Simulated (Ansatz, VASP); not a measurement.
# Two plane-wave programs on Hg

```
CELL_PARAMETERS angstrom
-1.78346 1.78346 1.78346
1.78346 -1.78346 1.78346
1.78346 1.78346 -1.78346
ATOMIC_POSITIONS crystal
Hg 0.00000 0.00000 0.00000
```

Alike in both runs: task relaxation of cell and atoms; functional LDA; k mesh 15 × 15 × 15; occupations fermi-dirac, width 0.1 eV; no spin polarisation.

|  | VASP | Ansatz |
| --- | --- | --- |
| version | VASP 6.6.1 | Ansatz 0.2.0 |
| potentials or method | VASP PAW LDA potentials, release 64 (Hg_sv_GW) | PAW with Ansatz's default frozen-core files, scalar-relativistic |
| plane-wave cutoff (eV) | 550 | 420 |
| valence electrons in the cell | 20 | 20 |

|  | VASP | Ansatz | Ansatz less VASP |
| --- | --- | --- | --- |
| relaxed volume (Å³/atom) | 22.45 | 22.48 | +0.030 |
| relaxed length of the cell vector where the two differ most in proportion (Å) | 3.078 | 3.079 | +0.0014 |

LDA's correlation is that of Perdew and Zunger in VASP and of Perdew and Wang (1992) in Ansatz.

Neither program's run includes spin-orbit coupling.
